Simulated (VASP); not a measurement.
# HfB2 (P6/mmm) in VASP: notebook

The runs below take HfB2 through electric field gradients, with PBEsol.

Everything below comes from runs of VASP 6.6.1. Logs are shortened: lines on timing, memory, paths and dates and some standing lists are left out, and cuts for length are marked.

## (1) The cell of the first run

Symmetry: P6/mmm, No. 191, hexagonal system. The conventional cell has a = 3.140 Å, b = 3.140 Å, c = 3.410 Å, α = 90.00°, β = 90.00°, γ = 120.00°. Within 3.3 Å of Hf (site symmetry 6/mmm) lie 12 B at 2.49 Å and 6 Hf at 3.14 Å. B (site symmetry -6m2) has 3 B at 1.81 Å within 2.4 Å.

## (2) Electric field gradients, PBEsol (zz strain of -2 %)

INCAR

```
SYSTEM = HfB2
PREC     = Accurate       ! precision mode
ENCUT    = 520            ! plane-wave cutoff, eV
EDIFF    = 1E-8           ! SCF threshold, eV
ISMEAR   = -1             ! smearing method
SIGMA    = 0.05           ! smearing width, eV
LREAL    = .False.        ! projectors in reciprocal space
LASPH    = .True.         ! aspherical terms in the spheres
NELM     = 80             ! most SCF steps
ALGO     = Normal         ! electronic algorithm
ISIF     = 2              ! what is computed and relaxed
LWAVE    = .False.        ! write WAVECAR
LCHARG   = .False.        ! write CHGCAR
GGA      = PS             ! functional
LEFG     = .True.       
NBANDS   = 15             ! bands
```

KPOINTS

```
regular mesh
0
Gamma
  13 13 11
  0 0 0
```

POSCAR

```
HfB2
1.0
    3.1400001005      0.0000000000      0.0000000000
   -1.5700000503      2.7193198549      0.0000000000
    0.0000000000      0.0000000000      3.4104000000
Hf B
1 2
Direct
    0.0000000000      0.0000000000      0.0000000000
    0.3333333333      0.6666666667      0.5000000000
    0.6666666667      0.3333333333      0.5000000000
```

Potentials or basis: VASP PAW PBE potentials, release 64 (Hf_pv, B).

Command:

```
cat potpaw_PBE.64/Hf_pv/POTCAR potpaw_PBE.64/B/POTCAR > POTCAR
mpirun -np 1 vasp_std > vasp.out
```

OUTCAR:

```text
SYSTEM = HfB2
   PREC = Accurate
   ENCUT = 520
   EDIFF = 1E-8
   ISMEAR = -1
   LREAL = .False.
   LASPH = .True.
   NELM = 80
   ISIF = 2
   GGA = PS

 ion  position               nearest neighbor table
   1  0.000  0.000  0.000-   2 2.49   3 2.49   2 2.49   3 2.49   3 2.49   3 2.49   2 2.49   2 2.49
                             3 2.49   3 2.49   2 2.49   2 2.49
   2  0.333  0.667  0.500-   3 1.81   3 1.81   3 1.81   1 2.49   1 2.49   1 2.49   1 2.49   1 2.49
                             1 2.49
   3  0.667  0.333  0.500-   2 1.81   2 1.81   2 1.81   1 2.49   1 2.49   1 2.49   1 2.49   1 2.49
                             1 2.49

  LATTYP: Found a hexagonal cell.
 ALAT       =     3.1400001005
 C/A-ratio  =     1.0861146149

  Lattice vectors:

 A1 = (   3.1400001005,   0.0000000000,   0.0000000000)
 A2 = (  -1.5700000503,   2.7193198549,   0.0000000000)
 A3 = (   0.0000000000,   0.0000000000,   3.4104000000)

Analysis of symmetry for initial positions (statically):
=====================================================================
 Subroutine PRICEL returns:
 Original cell was already a primitive cell.

 Routine SETGRP: Setting up the symmetry group for a
 hexagonal supercell.

 Subroutine GETGRP returns: Found 24 space group operations
 (whereof 24 operations were pure point group operations)
 out of a pool of 24 trial point group operations.

The static configuration has the point symmetry D_6h.

Analysis of symmetry for dynamics (positions and initial velocities):
=====================================================================
 Subroutine PRICEL returns:
 Original cell was already a primitive cell.

 Routine SETGRP: Setting up the symmetry group for a
 hexagonal supercell.

 Subroutine GETGRP returns: Found 24 space group operations
 (whereof 24 operations were pure point group operations)
 out of a pool of 24 trial point group operations.

The dynamic configuration has the point symmetry D_6h.

 Subroutine INISYM returns: Found 24 space group operations
 (whereof 24 operations are pure point group operations),
 and found     1 'primitive' translations

----------------------------------------------------------------------------------------

                                     Primitive cell

  volume of cell :      29.1203

  direct lattice vectors                    reciprocal lattice vectors
     3.140000101  0.000000000  0.000000000     0.318471327  0.183869507  0.000000000
    -1.570000050  2.719319855  0.000000000     0.000000000  0.367739013  0.000000000
     0.000000000  0.000000000  3.410400000     0.000000000  0.000000000  0.293220737

  length of vectors
     3.140000101  3.140000101  3.410400000     0.367739013  0.367739013  0.293220737

  position of ions in fractional coordinates (direct lattice)
     0.000000000  0.000000000  0.000000000
     0.333333333  0.666666667  0.500000000
     0.666666667  0.333333333  0.500000000

  ion indices of the primitive-cell ions
   primitive index   ion index
                 1           1
                 2           2
                 3           3

----------------------------------------------------------------------------------------

 KPOINTS: regular mesh

Automatic generation of k-mesh.
 Grid dimensions read from file:
 generate k-points for:   13   13   11

 Generating k-lattice:

  Cartesian coordinates                     Fractional coordinates (reciprocal lattice)
     0.024497794  0.014143808  0.000000000     0.076923077  0.000000000  0.000000000
     0.000000000  0.028287616  0.000000000     0.000000000  0.076923077  0.000000000
     0.000000000  0.000000000  0.026656431     0.000000000  0.000000000  0.090909091

  Length of vectors
     0.028287616  0.028287616  0.026656431

  Shift w.r.t. Gamma in fractional coordinates (k-lattice)
     0.000000000  0.000000000  0.000000000

 Subroutine IBZKPT returns following result:
 ===========================================

 Found    126 irreducible k-points:

 Following reciprocal coordinates:
            Coordinates               Weight
  0.000000  0.000000  0.000000      1.000000
  0.076923  0.000000  0.000000      6.000000
  0.153846  0.000000  0.000000      6.000000
  0.230769  0.000000  0.000000      6.000000
  0.307692  0.000000  0.000000      6.000000
  0.384615  0.000000  0.000000      6.000000
[... 16 lines left out ...]
  0.076923  0.000000  0.090909     12.000000
  0.153846  0.000000  0.090909     12.000000
 [... further k-points ...]
   k-points           NKPTS =    126   k-points in BZ     NKDIM =    126   number of bands    NBANDS=     15
   number of dos      NEDOS =    301   number of ions     NIONS =      3
   total plane-waves  NPLWV =  16128
   dimension x,y,z NGX =    24 NGY =   24 NGZ =   28
   dimension x,y,z NGXF=    48 NGYF=   48 NGZF=   56
   ions per type =               1   2
   NGX,Y,Z   is equivalent  to a cutoff of  12.71, 12.71, 13.65 a.u.
   NGXF,Y,Z  is equivalent  to a cutoff of  25.41, 25.41, 27.30 a.u.
 SYSTEM =  HfB2
   PREC   = accura    normal or accurate (medium, high low for compatibility)
   ISTART =      0    job   : 0-new  1-cont  2-samecut
   ICHARG =      2    charge: 1-file 2-atom 10-const
   ISPIN  =      1    spin polarized calculation?
   LNONCOLLINEAR =      F non collinear calculations
   LSORBIT =      F    spin-orbit coupling
   LASPH  =      T    aspherical Exc in radial PAW
   ENCUT  =  520.0 eV  38.22 Ry    6.18 a.u.   5.84  5.84  6.34*2*pi/ulx,y,z
   NELM   =     80;   NELMIN=  2; NELMDL= -5     # of ELM steps
   EDIFF  = 0.1E-07   stopping-criterion for ELM
   LREAL  =      F    real-space projection
   EDIFFG = 0.1E-06   stopping-criterion for IOM
   NSW    =      0    number of steps for IOM
   IBRION =     -1    ionic relax: 0-MD 1-quasi-New 2-CG
   NFREE  =      0    steps in history (QN), initial steepest desc. (CG)
   ISIF   =      2    stress and relaxation
   ISYM   =      2    0-nonsym 1-usesym 2-fastsym
   POTIM  = 0.5000    time-step for ionic-motion
   TEBEG  =    0.0;   TEEND  =   0.0 temperature during run
   PSTRESS=    0.0 pullay stress
   NELECT =      16.0000    total number of electrons
   NUPDOWN=      -1.0000    fix difference up-down
   EMIN   =  10.00;   EMAX   =-10.00  energy-range for DOS
   EFERMI =   0.00;   METHOD = LEGACY
   ISMEAR =    -1;   SIGMA  =   0.05  broadening in eV -4-tet -1-fermi 0-gaus
   EFERMI_NEDOS =   21; number of points for ismear=-14 and -15
   IALGO  =     38    algorithm
   IMIX   =      4    mixing-type and parameters
     AMIX     =   0.40;   BMIX     =  1.00
     AMIX_MAG =   1.60;   BMIX_MAG =  1.00
  volume/ion in A,a.u.               =       9.71        65.50
  Fermi-wavevector in a.u.,A,eV,Ry     =   1.340859  2.533856 24.461948  1.797902
  Thomas-Fermi vector in A             =   2.469138
   LORBIT       =      0    0 simple, 1 ext, 2 COOP (PROOUT), +10 PAW based schemes
   GGA     = PS    functional components
   LHFCALC =     F    Hartree Fock is set to
   AEXX    =    0.0000 exact exchange contribution
   IVDW    =     0    specifies the selected vdW correction
   LEPSILON=     F    determine dielectric tensor
   LRPA    =     F    only Hartree local field effects (RPA)
 non-spin polarized calculation
  energy-cutoff  :      520.00
  volume of cell :       29.12
 maximum number of plane-waves:       794
 NGX is ok and might be reduce to    24
   NGX = 11   NGY = 11   NGZ = 13

 number of electron      16.0000000 magnetization

 Free energy of the ion-electron system (eV)
  ---------------------------------------------------
  ext. energy  EPLUGINS =         0.00000000
  ---------------------------------------------------
  free energy    TOTEN  =       -27.86156015 eV

  energy without entropy =      -27.85973405  energy(sigma->0) =      -27.86064710

 E-fermi :   7.8097     XC(G=0): -12.7786

 val. band max:        7.7889651207   @ k =   0.0769   0.0000   0.2727
 cond. band min:       7.8439497608   @ k =   0.0000   0.0000   0.4545
 fundamental gap:      0.0549846400
 Fermi energy:         7.8096620990

 k-point     1 :       0.0000    0.0000    0.0000
  band No.  band energies     occupation
      1     -22.7545      2.00000
      2     -22.2651      2.00000
      3     -22.2651      2.00000
      4      -6.1119      2.00000
      5       4.6350      2.00000
      6       4.6350      2.00000
      7       4.7145      2.00000
      8       5.1512      2.00000
      9      11.7992      0.00000
     10      11.7992      0.00000
     11      12.6224      0.00000
     12      12.6543      0.00000
     13      12.6543      0.00000
     14      12.6688      0.00000
     15      12.6688      0.00000

 k-point     2 :       0.0769    0.0000    0.0000
  band No.  band energies     occupation
      1     -22.7468      2.00000
      2     -22.3133      2.00000
      3     -22.2757      2.00000
      4      -5.9812      2.00000
      5       4.2787      2.00000
      6       4.6368      2.00000
      7       4.8362      2.00000
      8       5.0257      2.00000
      9      11.4609      0.00000
     10      11.7094      0.00000
     11      11.8568      0.00000
     12      11.9818      0.00000
     13      13.0849      0.00000
     14      13.6095      0.00000
     15      13.8297      0.00000
[... 365 lines left out ...]
      3     -22.2736      2.00000
      4      -5.8429      2.00000
      5       3.7976      2.00000
      6       4.3531      2.00000
      7       4.7079      2.00000
      8       5.9916      2.00000
      9      10.5804      0.00000
     10      10.6154      0.00000
     11      12.2079      0.00000
     12      12.4752      0.00000
     13      13.3130      0.00000
     14      13.8078      0.00000
     15      14.2554      0.00000

 k-point    24 :       0.1538    0.0000    0.0909
  band No.  band energies     occupation
      1     -22.7523      2.00000
      2     -22.4418      2.00000
      3     -22.3028      2.00000
      4      -5.4725      2.00000
      5       3.4155      2.00000
      6       3.9307      2.00000
      7       4.6452      2.00000
      8       5.8359      2.00000
      9      10.0444      0.00000
     10      10.4077      0.00000
     11      12.4863      0.00000
     12      12.6346      0.00000
     13      13.3888      0.00000
     14      14.5997      0.00000
     15      15.1973      0.00000

 [... further k-points ...]
[... 5 lines left out ...]
  --------------------------------------------------------------------------------------
  -------------------------------------------------------------------------------------
  Total       -0.2722199     -0.2722199      0.7640598      0.0000000      0.0000000      0.0000000
  in kB      -14.9773592    -14.9773592     42.0380615      0.0000000      0.0000000      0.0000000
  external PRESSURE =       4.0277810 kB  Pullay stress =       0.0000000 kB

 VOLUME and BASIS-vectors are now :
 -----------------------------------------------------------------------------
  energy-cutoff  :      520.00
  volume of cell :       29.12
      direct lattice vectors                 reciprocal lattice vectors
     3.140000101  0.000000000  0.000000000     0.318471327  0.183869507  0.000000000
    -1.570000050  2.719319855  0.000000000     0.000000000  0.367739013  0.000000000
     0.000000000  0.000000000  3.410400000     0.000000000  0.000000000  0.293220737

 POSITION                                       TOTAL-FORCE (eV/Angst)
 -----------------------------------------------------------------------------------
      0.00000      0.00000      0.00000        -0.000000      0.000000      0.000000
     -0.00000      1.81288      1.70520         0.000000     -0.000000      0.000000
      1.57000      0.90644      1.70520         0.000000      0.000000     -0.000000
 -----------------------------------------------------------------------------------
    total drift:                               -0.000000      0.000000      0.000000

  FREE ENERGIE OF THE ION-ELECTRON SYSTEM (eV)
  ---------------------------------------------------
  free  energy   TOTEN  =       -27.8615601549 eV

  energy  without entropy=      -27.8597340538  energy(sigma->0) =      -27.86064710

 Electric field gradients (V/A^2)
---------------------------------------------------------------------
 ion       V_xx      V_yy      V_zz      V_xy      V_xz      V_yz
---------------------------------------------------------------------
   1     -36.930   -36.930    73.860     0.000    -0.000    -0.000
   2      -0.295    -0.295     0.590    -0.000     0.000     0.000
   3      -0.295    -0.295     0.590    -0.000     0.000     0.000
---------------------------------------------------------------------

 Electric field gradients after diagonalization (V/A^2)
 (convention: |V_zz| > |V_xx| > |V_yy|)
----------------------------------------------------------------------
 ion       V_xx      V_yy      V_zz     asymmetry (V_yy - V_xx)/ V_zz
----------------------------------------------------------------------
   1     -36.930   -36.930    73.860       0.000
   2      -0.295    -0.295     0.590       0.000
   3      -0.295    -0.295     0.590       0.000
----------------------------------------------------------------------

           NMR quadrupolar parameters

 Cq : quadrupolar parameter    Cq=e*Q*V_zz/h
 eta: asymmetry parameters     (V_yy - V_xx)/ V_zz
 Q  : nuclear electric quadrupole moment in mb (millibarn)
----------------------------------------------------------------------
 ion       Cq(MHz)       eta       Q (mb)
----------------------------------------------------------------------
   1       0.179       0.000       1.000
   2       0.001       0.000       1.000
   3       0.001       0.000       1.000
----------------------------------------------------------------------
```

Run time: 37 s. Hardware: 1 thread of Intel Xeon Platinum 8488C (Sapphire Rapids), shared host; peak memory 0.18 GiB.

Results:

```yaml
Free_energy: -27.8616 eV
Pressure: 0.4 GPa
Band_gap_on_the_k_mesh: zero (band 8 reaches 8.33 eV, above the bottom of band 9 at 7.32 eV)
```

Levels at points of the mesh, in eV from the Fermi level:
```csv
k point,band 6,band 7,band 8,band 9,band 10,band 11
"(0.00, 0.00, 0.00)",-3.17,-3.10,-2.66,3.99,3.99,4.81
```

Electric field gradients, principal values (V/Å²):
```tsv
atom	least	middle	greatest (by size)
1 Hf	-36.930	-36.930	73.860
2 B	-0.295	-0.295	0.590
3 B	-0.295	-0.295	0.590
```

Caveat: the cell differs from its parent crystal (zz strain of -2 %); without QUAD_EFG the Cq values of the log hold for a quadrupole moment of 1 mb, not for the nuclei; the PAW data sets were made with another functional, which shifts forces and pressure a little; spin-orbit coupling is left out, which moves the levels of the heavy elements.

(Continued in part 2 of 2.)
